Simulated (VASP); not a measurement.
Crystal: Ir3Rh.

```
Ir Rh
1.0
     3.84034    0.00000    0.00000
     0.00000    3.84034    0.00000
     0.00000    0.00000    3.84034
Ir Rh
3 1
Direct
  0.50000 0.00000 0.50000
  0.00000 0.50000 0.50000
  0.50000 0.50000 0.00000
  0.00000 0.00000 0.00000
```

```yaml
Program: VASP 6.6.1
Task: relaxation of cell and atoms
Functional: LDA
Potentials_or_basis: VASP PAW LDA potentials, release 64 (Ir_sv_GW, Rh_sv_GW)
Cutoff: 620 eV
k_mesh: 6 × 6 × 6
Occupations: fermi-dirac, width 0.05 eV
Spin: no spin polarisation
```

At the start: pressure -11.9 GPa; volume 14.16 Å³/atom.

Where does the relaxation end?

Over 4 steps the energy falls by 17.9 meV/atom and the volume is 13.70 Å³/atom (-3.3 %); space group Pm-3m (No. 221, to 0.1 Å) before and after.

Step by step:
| step | energy change (eV) | largest force (eV/Å) | pressure (GPa) | volume (Å³) |
| --- | --- | --- | --- | --- |
| 1 | 0.0000 | 0.0000 | -11.95 | 56.64 |
| 2 | 1.0703 | 0.0000 | 64.86 | 48.41 |
| 3 | -0.0714 | 0.0000 | -0.72 | 54.88 |
| 4 | -0.0716 | 0.0000 | -0.11 | 54.79 |

Final structure:
```
CELL_PARAMETERS angstrom
3.79822 0.00000 0.00000
0.00000 3.79822 0.00000
0.00000 0.00000 3.79822
ATOMIC_POSITIONS crystal
Ir 0.50000 0.00000 0.50000
Ir 0.00000 0.50000 0.50000
Ir 0.50000 0.50000 0.00000
Rh 0.00000 0.00000 0.00000
```
